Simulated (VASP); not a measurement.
# Ti (I4/mmm) in VASP: single point with LDA

Aim: the single point of Ti with LDA.

All numbers are computed with VASP 6.6.1; they aren't measurements. Logs are shortened: lines on timing, memory, paths and dates and some standing lists are left out, and cuts for length are marked.

## 1. The cell of the first run

Symmetry: I4/mmm, No. 139, tetragonal system. Conventional cell: a = 4.089 Å, b = 4.089 Å, c = 8.735 Å, α = 90.00°, β = 90.00°, γ = 90.00°. Ti (site symmetry -4m2) has 8 Ti at 2.89 to 2.99 Å within 3.8 Å. Within 3.9 Å of Ti (site symmetry 4/mmm) lie 8 Ti at 2.99 Å.

## 2. Single point, LDA

Input file INCAR:

```
SYSTEM = Ti
PREC     = Accurate       ! precision mode
ENCUT    = 520            ! plane-wave cutoff, eV
EDIFF    = 1E-6           ! SCF threshold, eV
ISMEAR   = -1             ! smearing method
SIGMA    = 0.05           ! smearing width, eV
LREAL    = .False.        ! projectors in reciprocal space
LASPH    = .True.         ! aspherical terms in the spheres
NELM     = 100            ! most SCF steps
ALGO     = Normal         ! electronic algorithm
ISIF     = 2              ! what is computed and relaxed
LWAVE    = .False.        ! write WAVECAR
LCHARG   = .False.        ! write CHGCAR
NBANDS   = 25             ! bands
```

Input file KPOINTS:

```
regular mesh
0
Gamma
  8 8 8
  0 0 0
```

Input file POSCAR:

```
Ti
1.0
   -2.0442700000      2.0442700000      4.3673690000
    2.0442700000     -2.0442700000      4.3673690000
    2.0442700000      2.0442700000     -4.3673690000
Ti
3
Direct
    0.7500000000      0.2500000000      0.5000000000
    0.2500000000      0.7500000000      0.5000000000
    0.5000000000      0.5000000000      0.0000000000
```

Potentials or basis: VASP PAW LDA potentials, release 64 (Ti_sv).

Launch:

```console
> cat potpaw_LDA.64/Ti_sv/POTCAR > POTCAR
> mpirun -np 1 vasp_std > vasp.out
```

OUTCAR:

```text
SYSTEM = Ti
   PREC = Accurate
   ENCUT = 520
   EDIFF = 1E-6
   ISMEAR = -1
   LREAL = .False.
   LASPH = .True.
   NELM = 100
   ISIF = 2

 ion  position               nearest neighbor table
   1  0.750  0.250  0.500-   2 2.89   2 2.89   2 2.89   2 2.89
   2  0.250  0.750  0.500-   1 2.89   1 2.89   1 2.89   1 2.89
   3  0.500  0.500  0.000-

  LATTYP: Found a body centered tetragonal cell.
 ALAT       =     4.0885400000
 C/A-ratio  =     2.1363953881

  Lattice vectors:

 A1 = (  -2.0442700000,   2.0442700000,   4.3673690000)
 A2 = (   2.0442700000,  -2.0442700000,   4.3673690000)
 A3 = (   2.0442700000,   2.0442700000,  -4.3673690000)

Analysis of symmetry for initial positions (statically):
=====================================================================
 Subroutine PRICEL returns:
 Original cell was already a primitive cell.

 Routine SETGRP: Setting up the symmetry group for a
 body centered tetragonal supercell.

 Subroutine GETGRP returns: Found 16 space group operations
 (whereof 16 operations were pure point group operations)
 out of a pool of 16 trial point group operations.

The static configuration has the point symmetry D_4h.

Analysis of symmetry for dynamics (positions and initial velocities):
=====================================================================
 Subroutine PRICEL returns:
 Original cell was already a primitive cell.

 Routine SETGRP: Setting up the symmetry group for a
 body centered tetragonal supercell.

 Subroutine GETGRP returns: Found 16 space group operations
 (whereof 16 operations were pure point group operations)
 out of a pool of 16 trial point group operations.

The dynamic configuration has the point symmetry D_4h.

 Subroutine INISYM returns: Found 16 space group operations
 (whereof 16 operations are pure point group operations),
 and found     1 'primitive' translations

----------------------------------------------------------------------------------------

                                     Primitive cell

  volume of cell :      73.0056

  direct lattice vectors                    reciprocal lattice vectors
    -2.044270000  2.044270000  4.367369000     0.000000000  0.244586087  0.114485403
     2.044270000 -2.044270000  4.367369000     0.244586087  0.000000000  0.114485403
     2.044270000  2.044270000 -4.367369000     0.244586087  0.244586087  0.000000000

  length of vectors
     5.237555885  5.237555885  5.237555885     0.270054182  0.270054182  0.345896961

  position of ions in fractional coordinates (direct lattice)
     0.750000000  0.250000000  0.500000000
     0.250000000  0.750000000  0.500000000
     0.500000000  0.500000000  0.000000000

  ion indices of the primitive-cell ions
   primitive index   ion index
                 1           1
                 2           2
                 3           3

----------------------------------------------------------------------------------------

 KPOINTS: regular mesh

Automatic generation of k-mesh.
 Grid dimensions read from file:
 generate k-points for:    8    8    8

 Generating k-lattice:

  Cartesian coordinates                     Fractional coordinates (reciprocal lattice)
     0.000000000  0.030573261  0.014310675     0.125000000  0.000000000  0.000000000
     0.030573261  0.000000000  0.014310675     0.000000000  0.125000000  0.000000000
     0.030573261  0.030573261  0.000000000     0.000000000  0.000000000  0.125000000

  Length of vectors
     0.033756773  0.033756773  0.043237120

  Shift w.r.t. Gamma in fractional coordinates (k-lattice)
     0.000000000  0.000000000  0.000000000

 Subroutine IBZKPT returns following result:
 ===========================================

 Found     59 irreducible k-points:

 Following reciprocal coordinates:
            Coordinates               Weight
  0.000000  0.000000  0.000000      1.000000
  0.125000 -0.000000  0.000000      8.000000
  0.250000 -0.000000  0.000000      8.000000
  0.375000 -0.000000  0.000000      8.000000
  0.500000 -0.000000  0.000000      4.000000
  0.125000  0.125000  0.000000      8.000000
[... 16 lines left out ...]
  0.250000  0.125000  0.125000     16.000000
  0.375000  0.125000  0.125000      8.000000
 [... further k-points ...]
   k-points           NKPTS =     59   k-points in BZ     NKDIM =     59   number of bands    NBANDS=     25
   number of dos      NEDOS =    301   number of ions     NIONS =      3
   total plane-waves  NPLWV =  64000
   dimension x,y,z NGX =    40 NGY =   40 NGZ =   40
   dimension x,y,z NGXF=    80 NGYF=   80 NGZF=   80
   ions per type =               3
   NGX,Y,Z   is equivalent  to a cutoff of  12.70, 12.70, 12.70 a.u.
   NGXF,Y,Z  is equivalent  to a cutoff of  25.39, 25.39, 25.39 a.u.
 SYSTEM =  Ti
   PREC   = accura    normal or accurate (medium, high low for compatibility)
   ISTART =      0    job   : 0-new  1-cont  2-samecut
   ICHARG =      2    charge: 1-file 2-atom 10-const
   ISPIN  =      1    spin polarized calculation?
   LNONCOLLINEAR =      F non collinear calculations
   LSORBIT =      F    spin-orbit coupling
   LASPH  =      T    aspherical Exc in radial PAW
   ENCUT  =  520.0 eV  38.22 Ry    6.18 a.u.   9.74  9.74  9.74*2*pi/ulx,y,z
   NELM   =    100;   NELMIN=  2; NELMDL= -5     # of ELM steps
   EDIFF  = 0.1E-05   stopping-criterion for ELM
   LREAL  =      F    real-space projection
   EDIFFG = 0.1E-04   stopping-criterion for IOM
   NSW    =      0    number of steps for IOM
   IBRION =     -1    ionic relax: 0-MD 1-quasi-New 2-CG
   NFREE  =      0    steps in history (QN), initial steepest desc. (CG)
   ISIF   =      2    stress and relaxation
   ISYM   =      2    0-nonsym 1-usesym 2-fastsym
   POTIM  = 0.5000    time-step for ionic-motion
   TEBEG  =    0.0;   TEEND  =   0.0 temperature during run
   PSTRESS=    0.0 pullay stress
   NELECT =      36.0000    total number of electrons
   NUPDOWN=      -1.0000    fix difference up-down
   EMIN   =  10.00;   EMAX   =-10.00  energy-range for DOS
   EFERMI =   0.00;   METHOD = LEGACY
   ISMEAR =    -1;   SIGMA  =   0.05  broadening in eV -4-tet -1-fermi 0-gaus
   EFERMI_NEDOS =   21; number of points for ismear=-14 and -15
   IALGO  =     38    algorithm
   IMIX   =      4    mixing-type and parameters
     AMIX     =   0.40;   BMIX     =  1.00
     AMIX_MAG =   1.60;   BMIX_MAG =  1.00
  volume/ion in A,a.u.               =      24.34       164.22
  Fermi-wavevector in a.u.,A,eV,Ry     =   1.293372  2.444119 22.759986  1.672812
  Thomas-Fermi vector in A             =   2.425022
   LORBIT       =      0    0 simple, 1 ext, 2 COOP (PROOUT), +10 PAW based schemes
   GGA     = CA    functional components
   LHFCALC =     F    Hartree Fock is set to
   AEXX    =    0.0000 exact exchange contribution
   IVDW    =     0    specifies the selected vdW correction
   LEPSILON=     F    determine dielectric tensor
   LRPA    =     F    only Hartree local field effects (RPA)
 non-spin polarized calculation
  energy-cutoff  :      520.00
  volume of cell :       73.01
 maximum number of plane-waves:      1984
   NGX = 19   NGY = 19   NGZ = 19

 number of electron      36.0000002 magnetization

 Free energy of the ion-electron system (eV)
  ---------------------------------------------------
  ext. energy  EPLUGINS =         0.00000000
  ---------------------------------------------------
  free energy    TOTEN  =       -22.35984531 eV

  energy without entropy =      -22.31365513  energy(sigma->0) =      -22.33675022

 E-fermi :   4.6453     XC(G=0): -10.0784

 val. band max:        4.6440662351   @ k =   0.2500   0.2500   0.0000
 cond. band min:       4.6712893181   @ k =  -0.3750   0.5000   0.1250
 fundamental gap:      0.0272230830
 Fermi energy:         4.6452691947

 k-point     1 :       0.0000    0.0000    0.0000
  band No.  band energies     occupation
      1     -51.5629      2.00000
      2     -51.4694      2.00000
      3     -51.4068      2.00000
      4     -28.2898      2.00000
      5     -28.2434      2.00000
      6     -28.2434      2.00000
[... 17 lines left out ...]
     24       6.6184      0.00000
     25       7.2209      0.00000

 k-point     2 :       0.1250   -0.0000    0.0000
  band No.  band energies     occupation
      1     -51.5599      2.00000
      2     -51.4690      2.00000
      3     -51.4102      2.00000
      4     -28.2837      2.00000
      5     -28.2577      2.00000
      6     -28.2497      2.00000
[... 17 lines left out ...]
     24       6.6482      0.00000
     25       6.7095      0.00000

 k-point     3 :       0.2500   -0.0000    0.0000
  band No.  band energies     occupation
      1     -51.5523      2.00000
      2     -51.4669      2.00000
      3     -51.4197      2.00000
      4     -28.2874      2.00000
      5     -28.2568      2.00000
      6     -28.2547      2.00000
[... 17 lines left out ...]
     24       6.6331      0.00000
     25       6.7951      0.00000

 k-point     4 :       0.3750   -0.0000    0.0000
  band No.  band energies     occupation
      1     -51.5446      2.00000
      2     -51.4606      2.00000
      3     -51.4335      2.00000
      4     -28.3067      2.00000
      5     -28.2602      2.00000
      6     -28.2104      2.00000
[... 17 lines left out ...]
     24       6.4647      0.00000
     25       6.6456      0.00000

 k-point     5 :       0.5000   -0.0000    0.0000
  band No.  band energies     occupation
      1     -51.5413      2.00000
      2     -51.4511      2.00000
      3     -51.4461      2.00000
      4     -28.3142      2.00000
      5     -28.2612      2.00000
      6     -28.1668      2.00000
[... 17 lines left out ...]
     24       6.3387      0.00000
     25       6.4854      0.00000

 k-point     6 :       0.1250    0.1250    0.0000
  band No.  band energies     occupation
      1     -51.5559      2.00000
      2     -51.4699      2.00000
      3     -51.4133      2.00000
      4     -28.2762      2.00000
      5     -28.2683      2.00000
      6     -28.2677      2.00000
[... 17 lines left out ...]
     24       6.7147      0.00000
     25       6.7680      0.00000
[... 393 lines left out ...]
 k-point    21 :       0.5000    0.5000    0.0000
  band No.  band energies     occupation
      1     -51.5360      2.00000
      2     -51.4507      2.00000
      3     -51.4505      2.00000
      4     -28.3452      2.00000
      5     -28.3201      2.00000
      6     -28.2538      2.00000
[... 17 lines left out ...]
     24       6.3943      0.00000
     25       6.5627      0.00000

 k-point    22 :       0.1250    0.1250    0.1250
  band No.  band energies     occupation
      1     -51.5467      2.00000
      2     -51.4630      2.00000
      3     -51.4288      2.00000
      4     -28.2957      2.00000
      5     -28.2842      2.00000
      6     -28.2730      2.00000
[... 17 lines left out ...]
     24       6.4489      0.00000
     25       6.8197      0.00000

 k-point    23 :       0.2500    0.1250    0.1250
  band No.  band energies     occupation
      1     -51.5411      2.00000
      2     -51.4583      2.00000
      3     -51.4387      2.00000
      4     -28.3059      2.00000
      5     -28.2876      2.00000
      6     -28.2745      2.00000
[... 17 lines left out ...]
     24       6.3935      0.00000
     25       6.7400      0.00000

 k-point    24 :       0.3750    0.1250    0.1250
  band No.  band energies     occupation
      1     -51.5387      2.00000
      2     -51.4509      2.00000
      3     -51.4483      2.00000
      4     -28.3103      2.00000
      5     -28.2914      2.00000
      6     -28.2580      2.00000
[... 17 lines left out ...]
     24       6.2081      0.00000
     25       6.7931      0.00000

 [... further k-points ...]

------------------------ aborting loop because EDIFF is reached ----------------------------------------

  FORCE on cell =-STRESS in cart. coord.  units (eV):
  Direction    XX          YY          ZZ          XY          YZ          ZX
  --------------------------------------------------------------------------------------
  -------------------------------------------------------------------------------------
  Total       -7.2496512     -7.2496512     -6.6396453      0.0000000     -0.0000000      0.0000000
  in kB     -159.1004116   -159.1004116   -145.7132602      0.0000000     -0.0000000      0.0000000
  external PRESSURE =    -154.6380278 kB  Pullay stress =       0.0000000 kB

 VOLUME and BASIS-vectors are now :
 -----------------------------------------------------------------------------
  energy-cutoff  :      520.00
  volume of cell :       73.01
      direct lattice vectors                 reciprocal lattice vectors
    -2.044270000  2.044270000  4.367369000     0.000000000  0.244586087  0.114485403
     2.044270000 -2.044270000  4.367369000     0.244586087  0.000000000  0.114485403
     2.044270000  2.044270000 -4.367369000     0.244586087  0.244586087  0.000000000

 POSITION                                       TOTAL-FORCE (eV/Angst)
 -----------------------------------------------------------------------------------
      0.00000      2.04427      2.18368         0.000000     -0.000000     -0.000000
      2.04427      0.00000      2.18368        -0.000000      0.000000      0.000000
      0.00000      0.00000      4.36737        -0.000000     -0.000000     -0.000000
 -----------------------------------------------------------------------------------
    total drift:                               -0.000000     -0.000000      0.000000

  FREE ENERGIE OF THE ION-ELECTRON SYSTEM (eV)
  ---------------------------------------------------
  free  energy   TOTEN  =       -22.3598453112 eV

  energy  without entropy=      -22.3136551256  energy(sigma->0) =      -22.33675022
```

It took 2.1 min on 1 thread of Intel Xeon Platinum 8488C (Sapphire Rapids), shared host; peak memory 0.23 GiB.

Results:

- Free energy: -22.3598 eV
- Pressure: -15.5 GPa
- Band gap on the k mesh: zero (bands 18 and 19 overlap by 0.96 eV)

Levels at points of the mesh, in eV from the Fermi level:
```tsv
k point	band 16	band 17	band 18	band 19	band 20	band 21
(0.00, 0.00, 0.00)	-0.76	0.05	0.05	0.17	0.43	0.43
(0.50, 0.00, 0.00)	-0.53	-0.30	-0.24	0.18	0.71	0.85
(0.50, 0.50, 0.00)	-0.88	-0.27	0.18	0.39	0.64	1.14
(0.50, 0.50, 0.50)	-0.81	-0.70	-0.70	-0.54	0.95	1.37
```

Caveat: the cell stands under tension.
